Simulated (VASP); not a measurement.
The system is SrYN.

```
Sr Y N
1.0
     3.96868    0.00000    0.00000
     0.00000    3.96868    0.00000
     0.00000    0.00000    7.52732
Sr Y N
2 2 2
Cartesian
  0.0000 0.0000 5.6455
  0.0000 0.0000 1.8818
  1.9843 1.9843 0.0000
  1.9843 1.9843 3.7637
  1.9843 0.0000 3.7637
  0.0000 1.9843 0.0000
```

The cell was built from a structure type or drawn by symmetry, and may not be a known phase.

* Program: VASP 6.6.1
* Task: relaxation of cell and atoms
* Functional: PBE
* Potentials or basis: VASP PAW PBE potentials, release 64 (Sr_sv, Y_sv, N)
* Cutoff: 600 eV
* k mesh: 4 × 4 × 2
* Occupations: gaussian, width 0.1 eV
* Spin: no spin polarisation

At the start: pressure 26.1 GPa; volume 19.76 Å³/atom.

**Question.** How do energy, volume and symmetry change on relaxing?

**Answer.** Over 6 steps the energy falls by 517.6 meV/atom and the volume is 26.20 Å³/atom (+32.6 %); space group P4_2/mmc (No. 131, to 0.1 Å) before and after.

Step by step:
```
step  energy change (eV)  largest force (eV/Å)  pressure (GPa)  volume (Å³)
   1              0.0000                0.0000           26.06       118.56
   2             -2.4897                0.0000           -6.74       182.14
   3             -3.1012                0.0000           -0.22       158.99
   4             -3.1008                0.0000            0.11       158.11
   5             -3.1039                0.0000            0.11       157.68
   6             -3.1054                0.0000            0.10       157.19
```

Final structure:
```
Sr Y N
1.0
     4.47685    0.00000    0.00000
     0.00000    4.47685    0.00000
     0.00000    0.00000    7.84314
Sr Y N
2 2 2
Direct
  0.00000 0.00000 0.75000
  0.00000 0.00000 0.25000
  0.50000 0.50000 0.00000
  0.50000 0.50000 0.50000
  0.50000 0.00000 0.50000
  0.00000 0.50000 0.00000
```

Caveat: the k points lie up to 0.40 Å⁻¹ apart in the final cell, too coarse for converged energies and pressures of a metal; the volume moved by over 15 % at a fixed basis, so the end points are rough.
